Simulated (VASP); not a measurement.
Crystal: Ta2GeO.

```xyz
4
Lattice="3.6876 0.0000 0.0000 0.0000 3.6876 0.0000 0.0000 0.0000 5.2428" Properties=species:S:1:pos:R:3 pbc="T T T"
Ta    1.8438    0.0000    3.9714
Ta    0.0000    1.8438    1.2714
Ge    0.0000    0.0000    2.6214
O     1.8438    1.8438    0.0000
```

The cell was generated, and may not be a known phase.

```yaml
Program: VASP 6.6.1
Task: relaxation of cell and atoms
Functional: PBE
Potentials_or_basis: VASP PAW PBE potentials, release 64 (Ta_pv, Ge_d, O)
Cutoff: 600 eV
k_mesh: 6 × 6 × 4
Occupations: gaussian, width 0.1 eV
Spin: no spin polarisation
```

At the start: pressure 10.9 GPa; volume 17.82 Å³/atom.

Problem. How do energy, volume and symmetry change on relaxing?

Solution. Over 7 steps the energy falls by 812.4 meV/atom and the volume is 18.49 Å³/atom (+3.7 %); space group P-4m2 (No. 115, to 0.1 Å) before and after.

The path:
```csv
step,energy change (eV),largest force (eV/Å),pressure (GPa),volume (Å³)
1,0.0000,6.1366,10.87,71.30
2,-2.0049,2.3793,-16.31,84.52
3,-2.0043,2.4517,-15.92,84.11
4,-3.1682,0.9931,5.99,72.07
5,-3.2491,0.0323,-0.58,74.19
6,-3.2494,0.0438,-0.05,74.00
7,-3.2495,0.0328,0.02,73.94
```

Final structure:
```yaml
crystal:
  lattice:
    - [3.72304, 0.00000, 0.00000]
    - [0.00000, 3.72304, 0.00000]
    - [0.00000, 0.00000, 5.33466]
  atoms:
    - { symbol: Ta, position: [0.50000, 0.00000, 0.85297] }
    - { symbol: Ta, position: [0.00000, 0.50000, 0.14703] }
    - { symbol: Ge, position: [0.00000, 0.00000, 0.50000] }
    - { symbol: O, position: [0.50000, 0.50000, 0.00000] }
```
